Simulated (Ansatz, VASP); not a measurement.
**Two plane-wave programs on InSb**

File INCAR:

```
ALGO = Normal
EDIFF = 1E-6
ENCUT = 520
GGA = PS
ISIF = 2
ISMEAR = 0
LASPH = True
LCHARG = False
LREAL = False
LWAVE = False
NBANDS = 16
NELM = 100
PREC = Accurate
SIGMA = 0.15
```

File KPOINTS:

```
k-points
0
Gamma
  14 14 14
```

The input POSCAR:

```
InSb
1.0
    0.0000000000      2.9842838241      3.1708015631
    2.9842838241      0.0000000000      3.1708015631
    2.9842838241      2.9842838241      0.0000000000
In Sb
1 1
Direct
    0.0000000000      0.0000000000      0.0000000000
    0.5000000000      0.5000000000      0.5000000000
```

Input for Ansatz:

```yaml
crystal:
  lattice:
    - [0.0, 2.9842838241, 3.1708015631]
    - [2.9842838241, 0.0, 3.1708015631]
    - [2.9842838241, 2.9842838241, 0.0]
  atoms:
    - { symbol: In, position: [0.0, 0.0, 0.0] }
    - { symbol: Sb, position: [0.5, 0.5, 0.5] }
basis:
  ecutwfc: 420
kpoints:
  mp_grid: { grid: [14, 14, 14] }
hamiltonian:
  xc: pbesol
  pseudopotentials: { kind: paw, azcp: { folder: soft_1 } }
scf:
  occupations: { method: gaussian, width: 0.15 }
output:
  forces: true
  stress: true
  eigenvalues: true
```

Alike in both runs: task single point; functional PBEsol; k mesh 14 × 14 × 14; occupations gaussian, width 0.15 eV; no spin polarisation.

|  | VASP | Ansatz |
| --- | --- | --- |
| version | VASP 6.6.1 | Ansatz 0.2.0 |
| potentials or method | VASP PAW PBE potentials, release 64 (In_d, Sb), cutoff 520 eV | scalar-relativistic, plane waves, PAW |
| valence electrons in the cell | 18 | 28 |

```tsv
	VASP	Ansatz	Ansatz less VASP
gap on the k mesh at the Fermi level (eV)	none	none	-
pressure (GPa)	-1.0	-1.0	-0.01
traceless stress, the component that is largest in VASP (GPa)	-2.95	-2.95	+0.002
```

VASP's potentials were made for PBE, not for PBEsol, and Ansatz warns of the same on its side. A gap of «none» marks a metal or a gap that the smearing closes. VASP's potentials hold 18 valence electrons a cell and Ansatz's 28, so a difference there can come from the potentials and not from the codes.

Spin-orbit coupling is off throughout.
